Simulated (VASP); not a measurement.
# Mg32O31 (a cell with a defect) in VASP: a series of runs

Mg32O31 (a cell with a defect) is run at these levels: PBE+D3(BJ); tasks: single point.

All numbers are computed with VASP 6.6.1; they aren't measurements. Logs are shortened: lines on timing, memory, paths and dates and some standing lists are left out, and cuts for length are marked.

## (1) The cell of the first run

The cell holds a defect, 63 atoms: a = 8.822 Å, b = 8.822 Å, c = 8.822 Å, α = 90.00°, β = 90.00°, γ = 90.00°.

## (2) Single point, PBE+D3(BJ)

INCAR

```
PREC = Accurate
ENCUT = 520
EDIFF = 1E-7
ISMEAR = 0
SIGMA = 0.05
LREAL = Auto
LASPH = T
NELM = 80
ALGO = Normal
ISIF = 2
LWAVE = F
LCHARG = F
GGA = PE
IVDW = 12
NBANDS = 162
```

KPOINTS

```
regular mesh
0
Gamma
  1 1 1
```

POSCAR

```
Mg32O31
1.0
    8.8224000000      0.0000000000      0.0000000000
    0.0000000000      8.8224000000      0.0000000000
    0.0000000000      0.0000000000      8.8224000000
Mg O
32 31
Direct
    0.4982793798     -0.0002678410      0.0011748504
    0.7483015959      0.2494705522     -0.0022432671
    0.7505911090      0.0043076714      0.2488981456
   -0.0007237260      0.0039431447      0.0001058669
    0.2503135201      0.2474551143      0.0014935845
    0.4986406193      0.4991662133      0.0008566830
    0.7464786226      0.7497723975     -0.0041108995
    0.2407156783     -0.0041029652      0.2590450444
    0.4979898894      0.2477848431      0.2491408234
    0.7487053410      0.4949929724      0.2489847434
    0.4992169931      0.0039195684      0.5001993789
    0.7495528428      0.2479376360      0.4996338865
    0.7511320049      0.0003185074      0.7482763194
   -0.0004872824      0.4951637876     -0.0023071953
    0.2499875317      0.7506180858     -0.0128774483
   -0.0024843580      0.2504256211      0.2459928137
    0.2450814971      0.4959947407      0.2540452711
    0.5123636425      0.7504354824      0.2494197724
    0.0043842945      0.0056110582      0.4951765959
    0.2535056221      0.2506563974      0.5018704661
    0.5019789400      0.4951028065      0.4998977602
    0.7403580658      0.7501870239      0.5023832517
    0.2506164989      0.0041887695      0.7485210374
    0.5016522715      0.2495387876      0.7511630622
    0.7508226786      0.4985019949      0.7487208696
   -0.0158894405      0.7444218127      0.2350051007
    0.0000432989      0.4887242700      0.4992257209
    0.2645038765      0.7432000363      0.5153701941
   -0.0000811571      0.2480030377      0.7498688565
    0.2503764282      0.4948612622      0.7510752176
    0.5035556085      0.7497122098      0.7530322815
   -0.0029256211      0.7501077938      0.7590774619
    0.7451918979      0.2510894995      0.2485040352
   -0.0039296563      0.4940477648      0.2476473522
   -0.0009488348      0.2495333469      0.5002924374
    0.2501449719      0.2500729960      0.2492541712
    0.4961776841      0.5045302865      0.2503772216
    0.7493934757      0.7484827258      0.2476583469
   -0.0082060437      0.0123822316      0.2450945321
    0.5032137514      0.2509129035      0.4995804996
    0.7506808805      0.5002954978      0.4989702349
    0.7504567918      0.2493295475      0.7490396037
    0.0004881892      0.5002760020      0.7488310437
   -0.0001337505      0.2507614708     -0.0036807445
    0.1903194142      0.7658267592      0.3095528428
    0.4979769677     -0.0049088683      0.2508447815
    0.2518442827      0.4941180404      0.5033976016
    0.5012079480      0.7485104960      0.5003007118
    0.7498517410     -0.0015638602      0.4986980867
    0.2509557490      0.2511361988      0.7543803273
    0.5006807671      0.4996142773      0.7506654652
    0.7485850789      0.7494086643      0.7508579298
    0.0008662042     -0.0015500317      0.7495394677
    0.4988016866      0.2493012106      0.0006431357
    0.7489170747      0.4995815198     -0.0012272171
   -0.0008620103      0.7486970666     -0.0018561843
    0.2544247597      0.0127629670      0.5075040805
    0.2518456429      0.7485490343      0.7499958061
    0.5008454616     -0.0006718127      0.7507456021
    0.2490554724      0.5046717446      0.0032607907
    0.4970562432      0.7496455613      0.0023925462
    0.7486153428     -0.0006379217     -0.0015343897
    0.2487534004     -0.0048696500      0.0015577394
```

Potentials or basis: VASP PAW PBE potentials, release 64 (Mg, O).

The run is started by

```
$ cat potpaw_PBE.64/Mg/POTCAR potpaw_PBE.64/O/POTCAR > POTCAR
$ mpirun -np 1 vasp_gam > vasp.out
```

OUTCAR:

```text
PREC = Accurate
   ENCUT = 520
   EDIFF = 1E-7
   ISMEAR = 0
   LREAL = Auto
   LASPH = T
   NELM = 80
   ISIF = 2
   GGA = PE
   IVDW = 12
 IVDW          = 12

 ion  position               nearest neighbor table
   1  0.498  1.000  0.001-  63 2.20  54 2.20  46 2.20  61 2.21  62 2.21  59 2.21   5 3.09   9 3.09
                            15 3.11  18 3.11   7 3.11  31 3.11   2 3.12  24 3.12   3 3.12  23 3.12
   2  0.748  0.249  0.998-  42 2.19  54 2.20  62 2.21  55 2.21  33 2.21  44 2.22  24 3.08   3 3.10
                             4 3.10  10 3.10  14 3.10  16 3.10  25 3.11  13 3.11   6 3.12  29 3.12
   3  0.751  0.004  0.249-  39 2.13  33 2.18  49 2.20  62 2.21  46 2.23  38 2.26  18 3.07  16 3.08
                            12 3.08  26 3.08   9 3.10   2 3.10   4 3.10   1 3.12  19 3.12  11 3.14
   4  0.999  0.004  0.000-  39 2.16  44 2.18  63 2.20  53 2.21  62 2.21  56 2.25  16 3.07  29 3.08
                             5 3.09  32 3.09  26 3.09   2 3.10   3 3.10  13 3.12   8 3.12  23 3.14
   5  0.250  0.247  0.001-  50 2.18  36 2.19  54 2.19  44 2.21  63 2.23  60 2.27   4 3.09   9 3.09
                             1 3.09  23 3.10  16 3.10  30 3.11  14 3.11   6 3.12  17 3.13  24 3.13
   6  0.499  0.499  0.001-  37 2.20  60 2.20  54 2.20  51 2.21  55 2.21  61 2.21  30 3.11  10 3.11
                            31 3.11   7 3.11  24 3.12   2 3.12   9 3.12   5 3.12  18 3.12  15 3.12
   7  0.746  0.750  0.996-  52 2.16  61 2.20  62 2.20  55 2.21  38 2.22  56 2.23  26 2.97  31 3.03
                            32 3.04  18 3.04  13 3.11   1 3.11  25 3.11   6 3.11   4 3.16   3 3.17
   8  0.241  0.996  0.259-  45 2.13  57 2.20  39 2.20  36 2.25  46 2.27  63 2.27  19 2.95  20 3.11
                            16 3.11  11 3.12   4 3.12  26 3.18   5 3.18   9 3.18  28 3.18   1 3.22
   9  0.498  0.248  0.249-  33 2.18  36 2.19  54 2.19  40 2.21  46 2.23  37 2.27  11 3.09   5 3.09
[... 44 lines left out ...]
                            22 3.04  15 3.04   1 3.11  13 3.11   6 3.11  25 3.11  11 3.16  23 3.17
  32  0.997  0.750  0.759-  56 2.11  53 2.19  52 2.19  43 2.21  58 2.25  15 3.00   7 3.04  14 3.08
                             4 3.09  13 3.10  25 3.11  23 3.17  30 3.17  28 3.19  22 3.20  19 3.24
  33  0.745  0.251  0.249-  10 2.15   3 2.18   9 2.18   2 2.21  12 2.22  16 2.23
  34  0.996  0.494  0.248-  16 2.15  10 2.18  17 2.20  14 2.21  26 2.21  27 2.22
  35  0.999  0.250  0.500-  27 2.11  19 2.15  12 2.20  29 2.20  16 2.24  20 2.24
  36  0.250  0.250  0.249-  17 2.17   5 2.19   9 2.19  20 2.23  16 2.23   8 2.25
  37  0.496  0.505  0.250-  18 2.17   6 2.20  21 2.20  17 2.22  10 2.23   9 2.27
  38  0.749  0.748  0.248-  26 2.07  18 2.09   7 2.22  10 2.24  22 2.25   3 2.26
  39  0.992  0.012  0.245-  16 2.10   3 2.13   4 2.16   8 2.20  19 2.21  26 2.37
  40  0.503  0.251  0.500-  21 2.15  12 2.17  11 2.18  20 2.20   9 2.21  24 2.22
  41  0.751  0.500  0.499-  21 2.19  27 2.20  25 2.20  10 2.21  22 2.21  12 2.23
  42  0.750  0.249  0.749-   2 2.19  24 2.20  13 2.20  25 2.20  12 2.20  29 2.20
  43  0.000  0.500  0.749-  14 2.20  25 2.20  27 2.20  30 2.21  32 2.21  29 2.23
  44  1.000  0.251  0.996-  14 2.16  29 2.17   4 2.18  16 2.20   5 2.21   2 2.22
  45  0.190  0.766  0.310-  28 1.94  26 1.94   8 2.13  17 2.48
  46  0.498  0.995  0.251-  18 2.16  11 2.20   1 2.20   9 2.23   3 2.23   8 2.27
  47  0.252  0.494  0.503-  20 2.15  30 2.19  17 2.20  28 2.20  21 2.21  27 2.22
  48  0.501  0.749  0.500-  28 2.09  22 2.11  18 2.22  31 2.23  21 2.24  11 2.25
  49  0.750  0.998  0.499-  22 2.19  12 2.20  13 2.20   3 2.20  11 2.21  19 2.25
  50  0.251  0.251  0.754-  30 2.15  23 2.18   5 2.18  24 2.21  29 2.22  20 2.23
  51  0.501  0.500  0.751-  24 2.21  31 2.21  25 2.21   6 2.21  30 2.21  21 2.21
[... 10 lines left out ...]
  62  0.749  0.999  0.998-   7 2.20   2 2.21  13 2.21   1 2.21   3 2.21   4 2.21
  63  0.249  0.995  0.002-  15 2.16   1 2.20   4 2.20   5 2.23  23 2.23   8 2.27

  LATTYP: Found a simple cubic cell.
 ALAT       =     8.8224000000

  Lattice vectors:

[... 45 lines left out ...]
   PSTRESS=    0.0 pullay stress
   NELECT =     250.0000    total number of electrons
   NUPDOWN=      -1.0000    fix difference up-down
   EMIN   =  10.00;   EMAX   =-10.00  energy-range for DOS
   EFERMI =   0.00;   METHOD = LEGACY
   ISMEAR =     0;   SIGMA  =   0.05  broadening in eV -4-tet -1-fermi 0-gaus
   EFERMI_NEDOS =   21; number of points for ismear=-14 and -15
   IALGO  =     38    algorithm
   IMIX   =      4    mixing-type and parameters
     AMIX     =   0.40;   BMIX     =  1.00
     AMIX_MAG =   1.60;   BMIX_MAG =  1.00
  volume/ion in A,a.u.               =      10.90        73.56
  Fermi-wavevector in a.u.,A,eV,Ry     =   1.168965  2.209023 18.592071  1.366479
  Thomas-Fermi vector in A             =   2.305444
   LORBIT       =      0    0 simple, 1 ext, 2 COOP (PROOUT), +10 PAW based schemes
   GGA     = PE    functional components
   LHFCALC =     F    Hartree Fock is set to
   AEXX    =    0.0000 exact exchange contribution
   IVDW    =    12    specifies the selected vdW correction
   LEPSILON=     F    determine dielectric tensor
   LRPA    =     F    only Hartree local field effects (RPA)
 non-spin polarized calculation
 Gauss-broadening in eV      SIGMA  =   0.05
  energy-cutoff  :      520.00
  volume of cell :      686.69
 maximum number of plane-waves:      9307
 NGX is ok and might be reduce to    70
   NGX = 33   NGY = 33   NGZ = 33

 number of electron     250.0000036 magnetization

 Free energy of the ion-electron system (eV)
  ---------------------------------------------------
  ext. energy  EPLUGINS =         0.00000000
  ---------------------------------------------------
  free energy    TOTEN  =      -365.34913105 eV

  energy without entropy =     -365.34913105  energy(sigma->0) =     -365.34913105

 E-fermi :   4.7231     XC(G=0): -10.3823

 val. band max:        4.4800335950   @ k =   0.0000   0.0000   0.0000
 cond. band min:       6.3784763744   @ k =   0.0000   0.0000   0.0000
 fundamental gap:      1.8984427794
 Fermi energy:         4.7231121168

 k-point     1 :       0.0000    0.0000    0.0000
  band No.  band energies     occupation
      1     -14.4795      2.00000
      2     -13.9995      2.00000
      3     -13.9933      2.00000
      4     -13.9734      2.00000
      5     -13.8753      2.00000
      6     -13.8715      2.00000
[... 129 lines left out ...]
    136       9.3483      0.00000
    137       9.4770      0.00000
 [bands above 137 left out]

------------------------ aborting loop because EDIFF is reached ----------------------------------------

 Edisp (eV)  -16.04154

 E8    (eV) :    -6.2993

  FORCE on cell =-STRESS in cart. coord.  units (eV):
  Direction    XX          YY          ZZ          XY          YZ          ZX
  --------------------------------------------------------------------------------------
  -------------------------------------------------------------------------------------
  Total     -62.97141   -63.80706   -62.95550    -0.00826    -0.02729     1.94919
  in kB    -146.92435  -148.87407  -146.88722    -0.01926    -0.06368     4.54783
  external pressure =     -147.56 kB  Pullay stress =        0.00 kB

 VOLUME and BASIS-vectors are now :
 -----------------------------------------------------------------------------
  energy-cutoff  :      520.00
  volume of cell :      686.69
      direct lattice vectors                 reciprocal lattice vectors
     8.822400000  0.000000000  0.000000000     0.113347842  0.000000000  0.000000000
     0.000000000  8.822400000  0.000000000     0.000000000  0.113347842  0.000000000
     0.000000000  0.000000000  8.822400000     0.000000000  0.000000000  0.113347842

 POSITION                                       TOTAL-FORCE (eV/Angst)
 -----------------------------------------------------------------------------------
      4.39602      8.82004      0.01037        -0.009338     -0.009852      0.007547
      6.60182      2.20093      8.80261        -0.006316      0.000415      0.019605
      6.62202      0.03800      2.19588        -0.019324     -0.022473      0.016732
      8.81601      0.03479      0.00093        -0.010489     -0.025631      0.002929
      2.20837      2.18315      0.01318        -0.009334      0.021719      0.033686
      4.39921      4.40384      0.00756        -0.019575      0.016282      0.017123
[... 55 lines left out ...]
      6.60458      8.81677      8.80886        -0.006714      0.006433      0.025181
      2.19460      8.77944      0.01374        -0.014267     -0.003887      0.013409
 -----------------------------------------------------------------------------------
    total drift:                               -0.007629     -0.008595     -0.001003

  FREE ENERGIE OF THE ION-ELECTRON SYSTEM (eV)
  ---------------------------------------------------
  free  energy   TOTEN  =      -381.3906704780 eV

  energy  without entropy=     -381.3906704780  energy(sigma->0) =     -381.39067048
```

It took 4.6 min on 1 thread of Intel Xeon Platinum 8488C (Sapphire Rapids), shared host; peak memory 0.64 GiB.

Results:

```
Free energy                : -381.3907 eV
Pressure                   : -14.8 GPa
Largest force              : 2.145 eV/Å
Band gap on the k mesh     : 1.90 eV
Dispersion energy per atom : -0.255 eV
```

Forces on the atoms (eV/Å):
```
Mg  -0.009 -0.010  0.008
Mg  -0.006  0.000  0.020
Mg  -0.019 -0.022  0.017
Mg  -0.010 -0.026  0.003
Mg  -0.009  0.022  0.034
Mg  -0.020  0.016  0.017
Mg   0.013 -0.001  0.039
Mg   0.031 -0.049 -0.028
Mg  -0.032  0.016  0.010
Mg   0.008  0.026  0.015
Mg  -0.006 -0.029  0.010
Mg  -0.047  0.032  0.007
Mg  -0.029  0.002  0.028
Mg  -0.013  0.026  0.022
Mg  -0.066  0.005  0.045
Mg   0.018 -0.008  0.021
Mg  -0.061  0.178  0.071
Mg  -0.055  0.009  0.074
Mg  -0.167  0.181  0.170
Mg  -0.022 -0.014 -0.017
Mg  -0.023  0.030  0.014
Mg   0.079 -0.013  0.026
Mg  -0.015 -0.021  0.023
Mg  -0.019 -0.001  0.008
Mg  -0.022 -0.001  0.018
Mg   0.131  0.085  0.180
Mg  -0.069  0.013  0.069
Mg  -0.167  0.107 -0.112
Mg  -0.010  0.029  0.049
Mg  -0.010  0.029 -0.013
Mg  -0.042 -0.001 -0.018
Mg  -0.024 -0.009 -0.083
O   -0.006 -0.012  0.005
O   -0.033  0.022  0.037
O   -0.020  0.000  0.021
O   -0.021  0.006  0.021
O   -0.024  0.035  0.008
O    0.009  0.017 -0.009
O    0.023 -0.141  0.135
O   -0.060 -0.022  0.002
O   -0.073 -0.069  0.018
O   -0.027  0.000  0.026
O   -0.018 -0.067  0.073
O   -0.001 -0.022  0.059
O    1.461 -0.430 -1.510
O   -0.012 -0.001  0.006
O   -0.043  0.011  0.036
O    0.001  0.011  0.014
O   -0.057  0.070  0.029
O   -0.007 -0.011  0.000
O   -0.015 -0.006  0.021
O   -0.057  0.005  0.060
O   -0.031  0.069  0.054
O   -0.015  0.005  0.016
O   -0.022  0.000  0.019
O   -0.011  0.013  0.014
O   -0.139 -0.136 -0.019
O    0.005  0.008 -0.003
O   -0.018  0.007  0.008
O   -0.013  0.032  0.028
O   -0.062  0.002  0.065
O   -0.007  0.006  0.025
O   -0.014 -0.004  0.013
```

Stress tensor (GPa, compression positive):
```
-14.69   0.00   0.45
  0.00 -14.89  -0.01
  0.45  -0.01 -14.69
```

Levels at points of the mesh, in eV from the valence-band top:
```tsv
k point	band 122	band 123	band 124	band 125	band 126	band 127	band 128	band 129
(0.00, 0.00, 0.00)	-2.41	-2.37	-2.27	0.00	1.90	3.49	3.56	3.65
```

Caveat: the k points lie up to 0.71 Å⁻¹ apart.

## (3) Single point, PBE+D3(BJ)

INCAR

```
SYSTEM = Mg32O31
  PREC = Accurate
  ENCUT = 520
  EDIFF = 1E-7
  ISMEAR = 0
  SIGMA = 0.05
  LREAL = Auto
  LASPH = .True.
  NELM = 60
  ALGO = Normal
  ISIF = 2
  LWAVE = .False.
  LCHARG = .False.
  GGA = PE
  IVDW = 12
  NBANDS = 162
```

KPOINTS

```
Automatic mesh
0
Gamma
  1 1 1
  0 0 0
```

POSCAR

```
Mg32O31
1.0
    8.8224000000      0.0000000000      0.0000000000
    0.0000000000      8.8224000000      0.0000000000
    0.0000000000      0.0000000000      8.8224000000
Mg O
32 31
Direct
    0.4981959557      0.0005458832      0.0016169070
    0.7477132073      0.2496829661     -0.0012949991
    0.7499604416      0.0042223205      0.2497131166
   -0.0011708832      0.0044474293      0.0011182898
    0.2494966222      0.2480894088     -0.0000007934
    0.4986781375      0.4986655559      0.0011836915
    0.7458481819      0.7499905921     -0.0031329343
    0.2451790896      0.0057581837      0.2549100018
    0.4998316785      0.2483652974      0.2503228147
    0.7476622008      0.4953847026      0.2499212232
    0.4985659231      0.0044177321      0.5010153700
    0.7513863575      0.2477550326      0.5008073767
    0.7510498277     -0.0000607544      0.7487187160
   -0.0010848522      0.4952136607     -0.0009410138
    0.2523052684      0.7504073721     -0.0092055450
   -0.0040951442      0.2506384884      0.2479635927
    0.2491025118      0.4889503990      0.2503544387
    0.5090107000      0.7502067465      0.2474689427
    0.0088929316     -0.0038253763      0.4910941467
    0.2518865615      0.2508737985      0.5038545067
    0.5009719577      0.4951415715      0.5008468217
    0.7370650843      0.7508575898      0.5004071454
    0.2501508660      0.0041343625      0.7495251859
    0.5010680767      0.2497603827      0.7521030559
    0.7508473885      0.4994444822      0.7490543390
   -0.0150930586      0.7446294659      0.2345614572
    0.0040804090      0.4962034140      0.4955637922
    0.2653132934      0.7433969215      0.5149141957
   -0.0009017954      0.2478132934      0.7483880803
    0.2497789717      0.4952511788      0.7524556810
    0.5029448903      0.7499234902      0.7539906375
   -0.0006149120      0.7507861806      0.7627699946
    0.7462636017      0.2510231910      0.2503026387
   -0.0024399256      0.4942718535      0.2465212414
   -0.0008592900      0.2502813293      0.5005680994
    0.2502327031      0.2497381665      0.2495097706
    0.4987461462      0.5004439835      0.2509042891
    0.7480619786      0.7487920520      0.2495797062
   -0.0050420520      0.0126101741      0.2422859993
    0.5042682263      0.2514017728      0.5013813701
    0.7532561435      0.5048342855      0.4995147579
    0.7505988166      0.2495408279      0.7492820548
    0.0002992383      0.5048236308      0.7465979779
   -0.0015753083      0.2512538538     -0.0043938157
    0.0594567238      0.7660131030      0.4407904878
    0.4994975290     -0.0013224293      0.2512791304
    0.2532980822      0.4943273939      0.5023096890
    0.4999122688      0.7486585283      0.5022497280
    0.7513717356     -0.0046624501      0.4991500045
    0.2495135111      0.2510780513      0.7536657826
    0.5005371554      0.4998313384      0.7511670294
    0.7523354189      0.7498554815      0.7474826578
    0.0007839137     -0.0046574628      0.7483859267
    0.4989297697      0.2495255259      0.0008682445
    0.7487826442      0.4997923468     -0.0007338139
   -0.0024141957      0.7488348975     -0.0001707018
    0.2575106547      0.0129811616      0.5047703573
    0.2502786090      0.7488426052      0.7516611126
    0.5006152521     -0.0004598522      0.7513165352
    0.2488687885      0.5005608451      0.0010821318
    0.5007775662      0.7496334331     -0.0009958741
    0.7483953346     -0.0004241476     -0.0009528020
    0.2486556946     -0.0013324039      0.0003533052
```

Potentials or basis: VASP PAW PBE potentials, release 64 (Mg, O).

The run is started by

```
$ cat potpaw_PBE.64/Mg/POTCAR potpaw_PBE.64/O/POTCAR > POTCAR
$ mpirun -np 1 vasp_gam > vasp.out
```

It took 5.7 min on 1 thread of Intel Xeon Platinum 8488C (Sapphire Rapids), shared host; peak memory 0.65 GiB.

The run converged. Its results:

| Item | Value |
| --- | --- |
| Free energy | -381.3917 eV |
| Pressure | -14.8 GPa |
| Largest force | 2.144 eV/Å |
| Band gap on the k mesh | 1.90 eV |
| Dispersion energy per atom | -0.255 eV |

Forces on the atoms (eV/Å):
```
Mg   0.026  0.002 -0.030
Mg   0.021  0.000 -0.008
Mg   0.004 -0.029 -0.012
Mg   0.018 -0.018 -0.021
Mg   0.009  0.029 -0.046
Mg   0.018  0.002 -0.022
Mg   0.037 -0.001  0.016
Mg   0.170  0.186 -0.171
Mg   0.046  0.024 -0.011
Mg   0.024  0.027 -0.010
Mg   0.017 -0.019 -0.016
Mg   0.034  0.024 -0.012
Mg   0.008 -0.009 -0.007
Mg   0.013  0.024  0.008
Mg   0.027 -0.009  0.077
Mg   0.021 -0.006  0.017
Mg   0.070  0.011 -0.064
Mg  -0.082 -0.006 -0.024
Mg  -0.024 -0.050  0.030
Mg  -0.019 -0.013 -0.021
Mg  -0.010  0.026 -0.011
Mg   0.044 -0.001 -0.067
Mg   0.013 -0.032  0.001
Mg   0.008 -0.002 -0.018
Mg   0.018  0.014 -0.020
Mg   0.180  0.084  0.136
Mg   0.067  0.179 -0.063
Mg  -0.116  0.108 -0.166
Mg   0.007  0.022 -0.030
Mg   0.015  0.034 -0.027
Mg  -0.021  0.000 -0.039
Mg   0.074  0.004 -0.055
O    0.058 -0.022 -0.003
O    0.039  0.021 -0.035
O    0.023  0.003 -0.019
O    0.021  0.004 -0.021
O    0.074 -0.067 -0.022
O    0.016  0.019 -0.014
O    0.137 -0.144  0.027
O    0.005 -0.011 -0.003
O    0.021  0.031 -0.011
O    0.013  0.001 -0.018
O    0.012  0.030 -0.021
O    0.007 -0.008 -0.005
O   -1.510 -0.423  1.461
O    0.058  0.067 -0.028
O    0.036  0.012 -0.041
O    0.000  0.010  0.007
O    0.017 -0.002 -0.011
O    0.002 -0.022 -0.064
O    0.024 -0.005 -0.019
O    0.062  0.007 -0.060
O    0.004 -0.002 -0.018
O    0.027  0.001 -0.024
O    0.016  0.000 -0.020
O   -0.011  0.011  0.010
O   -0.025 -0.138 -0.141
O    0.011  0.010 -0.005
O    0.014  0.009 -0.025
O    0.019 -0.071 -0.071
O    0.064  0.002 -0.056
O    0.024  0.006 -0.007
O    0.024  0.067 -0.057
```

Stress tensor (GPa, compression positive):
```
-14.69  -0.01   0.46
 -0.01 -14.89   0.00
  0.46   0.00 -14.70
```

Levels at points of the mesh, in eV from the valence-band top:
```csv
k point,band 122,band 123,band 124,band 125,band 126,band 127,band 128,band 129
"(0.00, 0.00, 0.00)",-2.41,-2.37,-2.27,0.00,1.90,3.49,3.56,3.65
```

Caveat: the k points lie up to 0.71 Å⁻¹ apart.
